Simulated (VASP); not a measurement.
# Ge (P6_3/mmc) in VASP: single point with PBEsol

Aim: the single point of Ge with PBEsol.

Program: VASP 6.6.1. These are calculated values, not measurements. Logs are shortened: lines on timing, memory, paths and dates and some standing lists are left out, and cuts for length are marked.

### Step 1. The cell of the first run

It takes space group P6_3/mmc (No. 194, hexagonal). Conventional cell: a = 4.003 Å, b = 4.003 Å, c = 13.157 Å, α = 90.00°, β = 90.00°, γ = 120.00°. Ge (site symmetry 3m) has 4 Ge at 2.45 Å within 3.2 Å. Within 3.2 Å of Ge (site symmetry 3m) lie 4 Ge at 2.45 to 2.48 Å.

### Step 2. Single point, PBEsol

INCAR reads:

```
PREC     = Accurate       # precision mode
ENCUT    = 500            # plane-wave cutoff, eV
EDIFF    = 1E-6           # SCF threshold, eV
ISMEAR   = 1              # smearing method
SIGMA    = 0.1            # smearing width, eV
LREAL    = False          # projectors in reciprocal space
LASPH    = True           # aspherical terms in the spheres
NELM     = 120            # most SCF steps
ALGO     = Normal         # electronic algorithm
ISIF     = 2              # what is computed and relaxed
LWAVE    = False          # write WAVECAR
LCHARG   = False          # write CHGCAR
GGA      = PS             # functional
NBANDS   = 66             # bands
GGA_COMPAT= False
```

KPOINTS reads:

```
regular mesh
0
Gamma
  6 6 2
```

POSCAR reads:

```
Ge
1.0
    4.0031200000      0.0000000000      0.0000000000
   -2.0015600000      3.4668000000      0.0000000000
    0.0000000000      0.0000000000     13.1567100000
Ge
8
Direct
    0.0000000000      0.0000000000      0.4068500000
    0.0000000000      0.0000000000      0.5931500000
    0.0000000000      0.0000000000      0.9068500000
    0.0000000000      0.0000000000      0.0931500000
    0.3333333333      0.6666666667      0.3440600000
    0.6666666667      0.3333333333      0.6559400000
    0.6666666667      0.3333333333      0.8440600000
    0.3333333333      0.6666666667      0.1559400000
```

Potentials or basis: VASP PAW PBE potentials, release 64 (Ge_d).

Started as:

```bash
> cat potpaw_PBE.64/Ge_d/POTCAR > POTCAR
> mpirun -np 1 vasp_std > vasp.out
```

OUTCAR:

```text
PREC = Accurate
   ENCUT = 500
   EDIFF = 1E-6
   ISMEAR = 1
   LREAL = False
   LASPH = True
   NELM = 120
   ISIF = 2
   GGA = PS

 ion  position               nearest neighbor table
   1  0.000  0.000  0.407-   2 2.45   5 2.45   5 2.45   5 2.45
   2  0.000  0.000  0.593-   1 2.45   6 2.45   6 2.45   6 2.45
   3  0.000  0.000  0.907-   4 2.45   7 2.45   7 2.45   7 2.45
   4  0.000  0.000  0.093-   3 2.45   8 2.45   8 2.45   8 2.45
   5  0.333  0.667  0.344-   1 2.45   1 2.45   1 2.45   8 2.48
   6  0.667  0.333  0.656-   2 2.45   2 2.45   2 2.45   7 2.48
   7  0.667  0.333  0.844-   3 2.45   3 2.45   3 2.45   6 2.48
   8  0.333  0.667  0.156-   4 2.45   4 2.45   4 2.45   5 2.48

  LATTYP: Found a hexagonal cell.
 ALAT       =     4.0031200000
 C/A-ratio  =     3.2866139411

  Lattice vectors:

 A1 = (   4.0031200000,   0.0000000000,   0.0000000000)
 A2 = (  -2.0015600000,   3.4668000000,   0.0000000000)
 A3 = (   0.0000000000,   0.0000000000,  13.1567100000)

Analysis of symmetry for initial positions (statically):
=====================================================================
 Subroutine PRICEL returns:
 Original cell was already a primitive cell.

 Routine SETGRP: Setting up the symmetry group for a
 hexagonal supercell.

 Subroutine GETGRP returns: Found 24 space group operations
 (whereof 12 operations were pure point group operations)
 out of a pool of 24 trial point group operations.

The static configuration has the point symmetry D_3d.
 The point group associated with its full space group is D_6h.

Analysis of symmetry for dynamics (positions and initial velocities):
=====================================================================
 Subroutine PRICEL returns:
 Original cell was already a primitive cell.

 Routine SETGRP: Setting up the symmetry group for a
 hexagonal supercell.

 Subroutine GETGRP returns: Found 24 space group operations
 (whereof 12 operations were pure point group operations)
 out of a pool of 24 trial point group operations.

The dynamic configuration has the point symmetry D_3d.
 The point group associated with its full space group is D_6h.

 Subroutine INISYM returns: Found 24 space group operations
 (whereof 12 operations are pure point group operations),
 and found     1 'primitive' translations

[... 97 lines left out ...]
   EDIFFG = 0.1E-04   stopping-criterion for IOM
   NSW    =      0    number of steps for IOM
   IBRION =     -1    ionic relax: 0-MD 1-quasi-New 2-CG
   NFREE  =      0    steps in history (QN), initial steepest desc. (CG)
   ISIF   =      2    stress and relaxation
   ISYM   =      2    0-nonsym 1-usesym 2-fastsym
   POTIM  = 0.5000    time-step for ionic-motion
   TEBEG  =    0.0;   TEEND  =   0.0 temperature during run
   PSTRESS=    0.0 pullay stress
   NELECT =     112.0000    total number of electrons
   NUPDOWN=      -1.0000    fix difference up-down
   EMIN   =  10.00;   EMAX   =-10.00  energy-range for DOS
   EFERMI =   0.00;   METHOD = LEGACY
   ISMEAR =     1;   SIGMA  =   0.10  broadening in eV -4-tet -1-fermi 0-gaus
   EFERMI_NEDOS =   21; number of points for ismear=-14 and -15
   IALGO  =     38    algorithm
   IMIX   =      4    mixing-type and parameters
     AMIX     =   0.40;   BMIX     =  1.00
     AMIX_MAG =   1.60;   BMIX_MAG =  1.00
  volume/ion in A,a.u.               =      22.82       154.02
  Fermi-wavevector in a.u.,A,eV,Ry     =   1.390986  2.628581 26.325106  1.934841
  Thomas-Fermi vector in A             =   2.514868
   LORBIT       =      0    0 simple, 1 ext, 2 COOP (PROOUT), +10 PAW based schemes
   GGA     = PS    functional components
   LHFCALC =     F    Hartree Fock is set to
   AEXX    =    0.0000 exact exchange contribution
   IVDW    =     0    specifies the selected vdW correction
   LEPSILON=     F    determine dielectric tensor
   LRPA    =     F    only Hartree local field effects (RPA)
 non-spin polarized calculation
 Methfessel and Paxton  Order N= 1 SIGMA  =   0.10
  energy-cutoff  :      500.00
  volume of cell :      182.59
 maximum number of plane-waves:      4716
 NGX is ok and might be reduce to    30
   NGX = 15   NGY = 15   NGZ = 47

 number of electron     112.0000125 magnetization

 Free energy of the ion-electron system (eV)
  ---------------------------------------------------
  ext. energy  EPLUGINS =         0.00000000
  ---------------------------------------------------
  free energy    TOTEN  =       -39.34822240 eV

  energy without entropy =      -39.34826654  energy(sigma->0) =      -39.34823712

 E-fermi :   4.8395     XC(G=0): -10.0853

 val. band max:        4.8235973173   @ k =   0.0000   0.0000   0.0000
 cond. band min:       4.8710851369   @ k =   0.0000   0.0000   0.0000
 fundamental gap:      0.0474878196
 Fermi energy:         4.8394696618

 k-point     1 :       0.0000    0.0000    0.0000
  band No.  band energies     occupation
      1     -19.9966      2.00000
      2     -19.9966      2.00000
      3     -19.9876      2.00000
      4     -19.9876      2.00000
      5     -19.9830      2.00000
      6     -19.9830      2.00000
[... 955 lines left out ...]
     65      10.3541      0.00000
     66      10.3593      0.00000

------------------------ aborting loop because EDIFF is reached ----------------------------------------

  FORCE on cell =-STRESS in cart. coord.  units (eV):
  Direction    XX          YY          ZZ          XY          YZ          ZX
  --------------------------------------------------------------------------------------
  -------------------------------------------------------------------------------------
  Total        0.1451667      0.1451664     -0.4468599      0.0000000      0.0000000      0.0000000
  in kB        1.2738045      1.2738019     -3.9210937      0.0000000      0.0000000      0.0000000
  external PRESSURE =      -0.4578291 kB  Pullay stress =       0.0000000 kB

 VOLUME and BASIS-vectors are now :
 -----------------------------------------------------------------------------
  energy-cutoff  :      500.00
  volume of cell :      182.59
      direct lattice vectors                 reciprocal lattice vectors
     4.003120000  0.000000000  0.000000000     0.249805152  0.144225222  0.000000000
    -2.001560000  3.466800000  0.000000000     0.000000000  0.288450444  0.000000000
     0.000000000  0.000000000 13.156710000     0.000000000  0.000000000  0.076006844

 POSITION                                       TOTAL-FORCE (eV/Angst)
 -----------------------------------------------------------------------------------
      0.00000      0.00000      5.35281        -0.000000     -0.000000     -0.011075
      0.00000      0.00000      7.80390         0.000000      0.000000      0.011075
      0.00000      0.00000     11.93116         0.000000      0.000000     -0.011075
      0.00000      0.00000      1.22555        -0.000000     -0.000000      0.011075
     -0.00000      2.31120      4.52670         0.000000     -0.000000     -0.002703
      2.00156      1.15560      8.63001        -0.000000      0.000000      0.002703
      2.00156      1.15560     11.10505        -0.000000     -0.000000     -0.002703
     -0.00000      2.31120      2.05166         0.000000      0.000000      0.002703
 -----------------------------------------------------------------------------------
    total drift:                                0.000000     -0.000000      0.000000

  FREE ENERGIE OF THE ION-ELECTRON SYSTEM (eV)
  ---------------------------------------------------
  free  energy   TOTEN  =       -39.3482224027 eV

  energy  without entropy=      -39.3482665401  energy(sigma->0) =      -39.34823712
```

stdout:

```text
POSCAR found type information on POSCAR Ge
 POSCAR found :  1 types and       8 ions
 scaLAPACK will be used
 -----------------------------------------------------------------------------
|                                                                             |
|                                                                             |
|     You enforced a specific xc type in the INCAR file but a different       |
|     I HOPE YOU KNOW WHAT YOU ARE DOING!                                     |
|                                                                             |
 -----------------------------------------------------------------------------

 LDA part: xc-table for (Slater+PW92), standard interpolation
 POSCAR, INCAR and KPOINTS ok, starting setup
 FFT: planning ... GRIDC
 FFT: planning ... GRID_SOFT
 FFT: planning ... GRID
 WAVECAR not read
 entering main loop
```

It took 4.1 min on 1 thread of Intel Xeon Platinum 8488C (Sapphire Rapids), shared host; peak memory 0.32 GiB.

Results:

* Free energy: -39.3482 eV
* Pressure: 0.0 GPa
* Largest force: 0.011 eV/Å
* Band gap on the k mesh: 0.05 eV, direct

Forces on the atoms (eV/Å):
```
Ge   0.000  0.000 -0.011
Ge   0.000  0.000  0.011
Ge   0.000  0.000 -0.011
Ge   0.000  0.000  0.011
Ge   0.000  0.000 -0.003
Ge   0.000  0.000  0.003
Ge   0.000  0.000 -0.003
Ge   0.000  0.000  0.003
```

Caveat: the PAW data sets were made with another functional, which shifts forces and pressure a little. A k mesh can miss the band edges.
